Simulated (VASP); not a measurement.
# SiW7 (Im-3m) in VASP: a series of runs

The runs below take SiW7 through single point, relaxation of cell and atoms, with PBE.

All numbers are computed with VASP 6.6.1; they aren't measurements. Logs are shortened: lines on timing, memory, paths and dates and some standing lists are left out, and cuts for length are marked.

## Step 1: The cell of the first run

Symmetry: Im-3m, No. 229, cubic system. Conventional cell: a = 6.311 Å, b = 6.311 Å, c = 6.311 Å, α = 90.00°, β = 90.00°, γ = 90.00°. Within 3.6 Å of Si (site symmetry m-3m) lie 14 W at 2.73 to 3.16 Å. W (site symmetry 4/mmm) has 12 W at 2.73 to 3.16 Å and 2 Si at 3.16 Å within 3.6 Å. Within 3.6 Å of W (site symmetry -3m) lie 2 Si at 2.73 Å and 12 W at 2.73 to 3.16 Å.

## Step 2: Single point, PBE

File INCAR:

```
SYSTEM = SiW7
  PREC = Accurate
  ENCUT = 520
  EDIFF = 1E-6
  ISMEAR = 0
  SIGMA = 0.1
  LREAL = .FALSE.
  LASPH = .TRUE.
  NELM = 80
  ALGO = Fast
  ISIF = 2
  LWAVE = .FALSE.
  LCHARG = .TRUE.
  GGA = PE
  LELF = .TRUE.
  LVHAR = .TRUE.
  NBANDS = 61
```

File KPOINTS:

```
Automatic mesh
0
G
  8 8 8
  0 0 0
```

File POSCAR:

```
SiW7
1.0
   -3.1553005145      3.1553005145      3.1553005145
    3.1553005145     -3.1553005145      3.1553005145
    3.1553005145      3.1553005145     -3.1553005145
Si W
1 7
Direct
    0.0000000000      0.0000000000      0.0000000000
    0.0000000000      0.5000000000      0.5000000000
    0.5000000000      0.5000000000      0.5000000000
    0.0000000000      0.5000000000      0.0000000000
    0.5000000000      0.0000000000      0.0000000000
    0.5000000000      0.0000000000      0.5000000000
    0.5000000000      0.5000000000      0.0000000000
    0.0000000000      0.0000000000      0.5000000000
```

Potentials or basis: VASP PAW PBE potentials, release 64 (Si, W_sv).

Command:

```
$ cat potpaw_PBE.64/Si/POTCAR potpaw_PBE.64/W_sv/POTCAR > POTCAR
$ mpirun -np 1 vasp_std > vasp.out
```

OUTCAR:

```text
SYSTEM = SiW7
   PREC = Accurate
   ENCUT = 520
   EDIFF = 1E-6
   ISMEAR = 0
   LREAL = .FALSE.
   LASPH = .TRUE.
   NELM = 80
   ISIF = 2
   GGA = PE

 ion  position               nearest neighbor table
   1  0.000  0.000  0.000-   3 2.73   4 2.73   5 2.73   8 2.73   8 2.73   4 2.73   5 2.73   3 2.73
                             7 3.16   2 3.16   2 3.16   6 3.16   7 3.16   6 3.16
   2  0.000  0.500  0.500-   3 2.73   4 2.73   5 2.73   8 2.73   4 2.73   8 2.73   3 2.73   5 2.73
                             7 3.16   1 3.16   1 3.16   7 3.16   6 3.16   6 3.16
   3  0.500  0.500  0.500-   1 2.73   2 2.73   6 2.73   7 2.73   7 2.73   6 2.73   2 2.73   1 2.73
                             5 3.16   5 3.16   8 3.16   4 3.16   8 3.16   4 3.16
   4  0.000  0.500  0.000-   1 2.73   2 2.73   6 2.73   7 2.73   2 2.73   1 2.73   7 2.73   6 2.73
                             5 3.16   8 3.16   8 3.16   3 3.16   5 3.16   3 3.16
   5  0.500  0.000  0.000-   1 2.73   2 2.73   6 2.73   7 2.73   6 2.73   7 2.73   1 2.73   2 2.73
                             4 3.16   3 3.16   8 3.16   8 3.16   4 3.16   3 3.16
   6  0.500  0.000  0.500-   3 2.73   4 2.73   5 2.73   8 2.73   5 2.73   3 2.73   8 2.73   4 2.73
                             7 3.16   7 3.16   2 3.16   1 3.16   2 3.16   1 3.16
   7  0.500  0.500  0.000-   3 2.73   4 2.73   5 2.73   8 2.73   3 2.73   5 2.73   4 2.73   8 2.73
                             6 3.16   6 3.16   2 3.16   2 3.16   1 3.16   1 3.16
   8  0.000  0.000  0.500-   1 2.73   2 2.73   6 2.73   7 2.73   1 2.73   2 2.73   6 2.73   7 2.73
                             3 3.16   4 3.16   4 3.16   5 3.16   3 3.16   5 3.16

  LATTYP: Found a body centered cubic cell.
 ALAT       =     6.3106010290

  Lattice vectors:

 A1 = (  -3.1553005145,   3.1553005145,   3.1553005145)
 A2 = (   3.1553005145,  -3.1553005145,   3.1553005145)
 A3 = (   3.1553005145,   3.1553005145,  -3.1553005145)

Analysis of symmetry for initial positions (statically):
=====================================================================
 Subroutine PRICEL returns:
 Original cell was already a primitive cell.

 Routine SETGRP: Setting up the symmetry group for a
 body centered cubic supercell.

 Subroutine GETGRP returns: Found 48 space group operations
 (whereof 48 operations were pure point group operations)
 out of a pool of 48 trial point group operations.

The static configuration has the point symmetry O_h .

Analysis of symmetry for dynamics (positions and initial velocities):
=====================================================================
 Subroutine PRICEL returns:
 Original cell was already a primitive cell.

 Routine SETGRP: Setting up the symmetry group for a
 body centered cubic supercell.

 Subroutine GETGRP returns: Found 48 space group operations
 (whereof 48 operations were pure point group operations)
 out of a pool of 48 trial point group operations.

The dynamic configuration has the point symmetry O_h .

 Subroutine INISYM returns: Found 48 space group operations
 (whereof 48 operations are pure point group operations),
 and found     1 'primitive' translations

----------------------------------------------------------------------------------------

                                     Primitive cell

  volume of cell :     125.6557

  direct lattice vectors                    reciprocal lattice vectors
    -3.155300514  3.155300514  3.155300514     0.000000000  0.158463512  0.158463512
     3.155300514 -3.155300514  3.155300514     0.158463512  0.000000000  0.158463512
     3.155300514  3.155300514 -3.155300514     0.158463512  0.158463512  0.000000000

  length of vectors
     5.465140804  5.465140804  5.465140804     0.224101247  0.224101247  0.224101247

  position of ions in fractional coordinates (direct lattice)
     0.000000000  0.000000000  0.000000000
     0.000000000  0.500000000  0.500000000
     0.500000000  0.500000000  0.500000000
     0.000000000  0.500000000  0.000000000
     0.500000000  0.000000000  0.000000000
     0.500000000  0.000000000  0.500000000
     0.500000000  0.500000000  0.000000000
     0.000000000  0.000000000  0.500000000

  ion indices of the primitive-cell ions
   primitive index   ion index
                 1           1
                 2           2
                 3           3
                 4           4
                 5           5
                 6           6
                 7           7
                 8           8

----------------------------------------------------------------------------------------

 KPOINTS: Automatic mesh

Automatic generation of k-mesh.
 Grid dimensions read from file:
 generate k-points for:    8    8    8

 Generating k-lattice:

  Cartesian coordinates                     Fractional coordinates (reciprocal lattice)
     0.000000000  0.019807939  0.019807939     0.125000000  0.000000000  0.000000000
     0.019807939  0.000000000  0.019807939     0.000000000  0.125000000  0.000000000
     0.019807939  0.019807939  0.000000000     0.000000000  0.000000000  0.125000000

  Length of vectors
     0.028012656  0.028012656  0.028012656

  Shift w.r.t. Gamma in fractional coordinates (k-lattice)
     0.000000000  0.000000000  0.000000000

 Subroutine IBZKPT returns following result:
 ===========================================

 Found     29 irreducible k-points:

 Following reciprocal coordinates:
            Coordinates               Weight
  0.000000  0.000000  0.000000      1.000000
  0.125000  0.000000  0.000000     12.000000
  0.250000  0.000000  0.000000     12.000000
  0.375000  0.000000  0.000000     12.000000
  0.500000  0.000000  0.000000      6.000000
  0.125000  0.125000  0.000000     24.000000
[... 16 lines left out ...]
 -0.250000  0.250000  0.250000      6.000000
 -0.375000  0.375000  0.250000     24.000000
 [... further k-points ...]
   k-points           NKPTS =     29   k-points in BZ     NKDIM =     29   number of bands    NBANDS=     61
   number of dos      NEDOS =    301   number of ions     NIONS =      8
   total plane-waves  NPLWV =  74088
   dimension x,y,z NGX =    42 NGY =   42 NGZ =   42
   dimension x,y,z NGXF=    84 NGYF=   84 NGZF=   84
   ions per type =               1   7
   NGX,Y,Z   is equivalent  to a cutoff of  12.78, 12.78, 12.78 a.u.
   NGXF,Y,Z  is equivalent  to a cutoff of  25.55, 25.55, 25.55 a.u.
 SYSTEM =  SiW7
   PREC   = accura    normal or accurate (medium, high low for compatibility)
   ISTART =      0    job   : 0-new  1-cont  2-samecut
   ICHARG =      2    charge: 1-file 2-atom 10-const
   ISPIN  =      1    spin polarized calculation?
   LNONCOLLINEAR =      F non collinear calculations
   LSORBIT =      F    spin-orbit coupling
   LASPH  =      T    aspherical Exc in radial PAW
   ENCUT  =  520.0 eV  38.22 Ry    6.18 a.u.  10.16 10.16 10.16*2*pi/ulx,y,z
   NELM   =     80;   NELMIN=  2; NELMDL= -5     # of ELM steps
   EDIFF  = 0.1E-05   stopping-criterion for ELM
   LREAL  =      F    real-space projection
   EDIFFG = 0.1E-04   stopping-criterion for IOM
   NSW    =      0    number of steps for IOM
   IBRION =     -1    ionic relax: 0-MD 1-quasi-New 2-CG
   NFREE  =      0    steps in history (QN), initial steepest desc. (CG)
   ISIF   =      2    stress and relaxation
   ISYM   =      2    0-nonsym 1-usesym 2-fastsym
   POTIM  = 0.5000    time-step for ionic-motion
   TEBEG  =    0.0;   TEEND  =   0.0 temperature during run
   PSTRESS=    0.0 pullay stress
   NELECT =     102.0000    total number of electrons
   NUPDOWN=      -1.0000    fix difference up-down
   EMIN   =  10.00;   EMAX   =-10.00  energy-range for DOS
   EFERMI =   0.00;   METHOD = LEGACY
   ISMEAR =     0;   SIGMA  =   0.10  broadening in eV -4-tet -1-fermi 0-gaus
   EFERMI_NEDOS =   21; number of points for ismear=-14 and -15
   IALGO  =     68    algorithm
   IMIX   =      4    mixing-type and parameters
     AMIX     =   0.40;   BMIX     =  1.00
     AMIX_MAG =   1.60;   BMIX_MAG =  1.00
  volume/ion in A,a.u.               =      15.71       106.00
  Fermi-wavevector in a.u.,A,eV,Ry     =   1.527147  2.885889 31.731205  2.332178
  Thomas-Fermi vector in A             =   2.635083
   LORBIT       =      0    0 simple, 1 ext, 2 COOP (PROOUT), +10 PAW based schemes
   GGA     = PE    functional components
   LHFCALC =     F    Hartree Fock is set to
   AEXX    =    0.0000 exact exchange contribution
   IVDW    =     0    specifies the selected vdW correction
   LEPSILON=     F    determine dielectric tensor
   LRPA    =     F    only Hartree local field effects (RPA)
 non-spin polarized calculation
 RMM-DIIS sequential band-by-band and
 Gauss-broadening in eV      SIGMA  =   0.10
  energy-cutoff  :      520.00
  volume of cell :      125.66
 maximum number of plane-waves:      3412
 NGX is ok and might be reduce to    42
   NGX = 21   NGY = 21   NGZ = 21

 number of electron     102.0000026 magnetization

 Free energy of the ion-electron system (eV)
  ---------------------------------------------------
  ext. energy  EPLUGINS =         0.00000000
  ---------------------------------------------------
  free energy    TOTEN  =       -95.11518945 eV

  energy without entropy =      -95.08395663  energy(sigma->0) =      -95.09957304

 E-fermi :  11.1675     XC(G=0): -13.3441

 val. band max:       11.1669118478   @ k =   0.5000   0.5000   0.2500
 cond. band min:      11.1955196662   @ k =   0.1250   0.0000   0.0000
 fundamental gap:      0.0286078183
 Fermi energy:        11.1674511416

 k-point     1 :       0.0000    0.0000    0.0000
  band No.  band energies     occupation
      1     -62.9385      2.00000
      2     -62.8844      2.00000
      3     -62.8844      2.00000
      4     -62.6483      2.00000
      5     -62.6483      2.00000
      6     -62.6483      2.00000
[... 53 lines left out ...]
     60      13.9784      0.00000
     61      14.4426      0.00000

 k-point     2 :       0.1250    0.0000    0.0000
  band No.  band energies     occupation
      1     -62.9354      2.00000
      2     -62.8849      2.00000
      3     -62.8844      2.00000
      4     -62.6490      2.00000
      5     -62.6483      2.00000
      6     -62.6483      2.00000
[... 1406 lines left out ...]
      5     -62.6541      2.00000
      6     -62.6465      2.00000
[... 53 lines left out ...]
     60      13.7230      0.00000
     61      14.4244      0.00000

 [... further k-points ...]

------------------------ aborting loop because EDIFF is reached ----------------------------------------

  FORCE on cell =-STRESS in cart. coord.  units (eV):
  Direction    XX          YY          ZZ          XY          YZ          ZX
  --------------------------------------------------------------------------------------
  -------------------------------------------------------------------------------------
  Total        0.3578681      0.3578681      0.3578681      0.0000000     -0.0000000      0.0000000
  in kB        4.5630101      4.5630101      4.5630101      0.0000000     -0.0000000      0.0000000
  external PRESSURE =       4.5630101 kB  Pullay stress =       0.0000000 kB

 VOLUME and BASIS-vectors are now :
 -----------------------------------------------------------------------------
  energy-cutoff  :      520.00
  volume of cell :      125.66
      direct lattice vectors                 reciprocal lattice vectors
    -3.155300514  3.155300514  3.155300514     0.000000000  0.158463512  0.158463512
     3.155300514 -3.155300514  3.155300514     0.158463512  0.000000000  0.158463512
     3.155300514  3.155300514 -3.155300514     0.158463512  0.158463512  0.000000000

 POSITION                                       TOTAL-FORCE (eV/Angst)
 -----------------------------------------------------------------------------------
      0.00000      0.00000      0.00000        -0.000000      0.000000     -0.000000
      3.15530      0.00000      0.00000        -0.000000      0.000000     -0.000000
      1.57765      1.57765      1.57765        -0.000000      0.000000     -0.000000
      1.57765     -1.57765      1.57765         0.000000     -0.000000     -0.000000
     -1.57765      1.57765      1.57765         0.000000     -0.000000      0.000000
      0.00000      3.15530      0.00000        -0.000000      0.000000     -0.000000
      0.00000      0.00000      3.15530         0.000000      0.000000      0.000000
      1.57765      1.57765     -1.57765        -0.000000     -0.000000      0.000000
 -----------------------------------------------------------------------------------
    total drift:                               -0.000000     -0.000000      0.000000

  FREE ENERGIE OF THE ION-ELECTRON SYSTEM (eV)
  ---------------------------------------------------
  free  energy   TOTEN  =       -95.1151894487 eV

  energy  without entropy=      -95.0839566293  energy(sigma->0) =      -95.09957304
```

Run time: 7.6 min. Hardware: 1 thread of Intel Xeon 8259CL, shared host; peak memory 0.35 GiB.

What came out:

- Free energy: -95.1152 eV
- Pressure: 0.5 GPa
- Band gap on the k mesh: zero (bands 51 and 52 overlap by 2.03 eV)

Caveat: spin-orbit coupling is left out, which moves the levels of the heavy elements.

## Step 3: Relaxation of cell and atoms, PBE

This run uses another cell than the first one, of 16.20 Å³/atom.

File INCAR:

```
PREC = Accurate
ENCUT = 600
EDIFF = 1E-6
ISMEAR = 0
SIGMA = 0.2
LREAL = False
LASPH = True
NELM = 60
ALGO = Normal
ISIF = 3
LWAVE = False
LCHARG = False
GGA = PE
IBRION = 2
NSW = 36
EDIFFG = -0.08
```

File KPOINTS:

```
Automatic mesh
0
Gamma
  4 4 4
```

POSCAR: that of step 2 with these lines changed.

```diff
@@ -2,5 +2,5 @@
 1.0
-   -3.1553005145      3.1553005145      3.1553005145
-    3.1553005145     -3.1553005145      3.1553005145
-    3.1553005145      3.1553005145     -3.1553005145
+   -3.1880000000      3.1880000000      3.1880000000
+    3.1880000000     -3.1880000000      3.1880000000
+    3.1880000000      3.1880000000     -3.1880000000
 Si W
```

Potentials or basis: VASP PAW PBE potentials, release 64 (Si, W_sv).

Command:

```
$ cat potpaw_PBE.64/Si/POTCAR potpaw_PBE.64/W_sv/POTCAR > POTCAR
$ mpirun -np 1 vasp_std > vasp.out
```

Wall time 6.2 min (1 thread of Intel Xeon 8259CL, shared host); peak memory 0.37 GiB.

Results (log left out):

```yaml
Free_energy: -95.0427 eV
Relaxed_volume: 15.80 Å³/atom
Relaxed_cell: a = 5.476 Å, b = 5.476 Å, c = 5.476 Å, α = 109.47°, β = 109.47°, γ = 109.47°
Space_group_after_relaxing_to_0.1_Å: Im-3m (No. 229)
Energy_gained_by_relaxing: 9.3 meV/atom
Ionic_steps: 3
Pressure_after_relaxing: -0.2 GPa
Band_gap_on_the_k_mesh: zero (bands 51 and 52 overlap by 2.01 eV)
```

The path:
| step | energy change (eV) | largest force (eV/Å) | pressure (GPa) | volume (Å³) |
| --- | --- | --- | --- | --- |
| 1 | 0.0000 | 0.0000 | -7.03 | 129.60 |
| 2 | 0.6660 | 0.0000 | 26.58 | 116.73 |
| 3 | -0.0742 | 0.0000 | -0.21 | 126.39 |

Final structure:
```
Si W
1.0
    -3.16146    3.16146    3.16146
     3.16146   -3.16146    3.16146
     3.16146    3.16146   -3.16146
Si W
1 7
Direct
  0.00000 0.00000 0.00000
  0.00000 0.50000 0.50000
  0.50000 0.50000 0.50000
  0.00000 0.50000 0.00000
  0.50000 0.00000 0.00000
  0.50000 0.00000 0.50000
  0.50000 0.50000 0.00000
  0.00000 0.00000 0.50000
```

Levels at points of the mesh, in eV from the Fermi level:
| k point | band 48 | band 49 | band 50 | band 51 | band 52 | band 53 | band 54 | band 55 |
| --- | --- | --- | --- | --- | --- | --- | --- | --- |
| (0.00, 0.00, 0.00) | 0.09 | 0.09 | 0.87 | 0.88 | 0.88 | 0.88 | 2.37 | 2.37 |
| (0.50, 0.00, 0.00) | -1.86 | -0.69 | -0.54 | -0.16 | 0.12 | 0.20 | 0.87 | 1.52 |
| (0.50, 0.50, 0.50) | -0.79 | -0.79 | -0.52 | -0.52 | -0.52 | -0.32 | -0.32 | -0.32 |

Caveat: spin-orbit coupling is left out, which moves the levels of the heavy elements.

The gap in the log of VASP goes by the Fermi energy; the results here count the filled bands.